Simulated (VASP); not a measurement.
Co, 2 atoms in the cell. Symmetry: Pm-3m, No. 221, cubic system. The conventional cell has a = 2.156 Å, b = 2.156 Å, c = 2.156 Å, α = 90.00°, β = 90.00°, γ = 90.00°. Co (site symmetry m-3m) has 6 Co at 2.16 Å within 2.9 Å. This isn't the form of Co at room conditions, which is hcp.

* Program: VASP 6.6.1
* Task: single point
* Functional: r2SCAN
* Potentials or basis: VASP PAW PBE potentials, release 64 (Co)
* Cutoff: 520 eV
* k mesh: 14 × 14 × 14
* Occupations: fermi-dirac, width 0.05 eV
* Spin: collinear spin, ferromagnetic start
* Starting moments: [-2.018, -2.018] μB
* Dipole correction: no
* Further INCAR settings: ALGO = Normal; EDIFF = 1e-06; NBANDS = 20

Potentials or basis: VASP PAW PBE potentials, release 64 (Co).

Run with:

```sh
$ cat potpaw_PBE.64/Co/POTCAR > POTCAR
$ cp INCAR.step1 INCAR
$ mpirun -np 1 vasp_std > vasp.out
$ cp INCAR.step2 INCAR
$ mpirun -np 1 vasp_std > vasp.out
```

Hardware: 1 thread of Intel(R) Xeon(R) 6975P-C (Granite Rapids), on a shared host.

Q: How long does it take, and how much memory?

A: Run time: 94 s on 1 thread of Intel(R) Xeon(R) 6975P-C (Granite Rapids) (shared host), peak memory 0.2 GiB. Counts: k points 104.
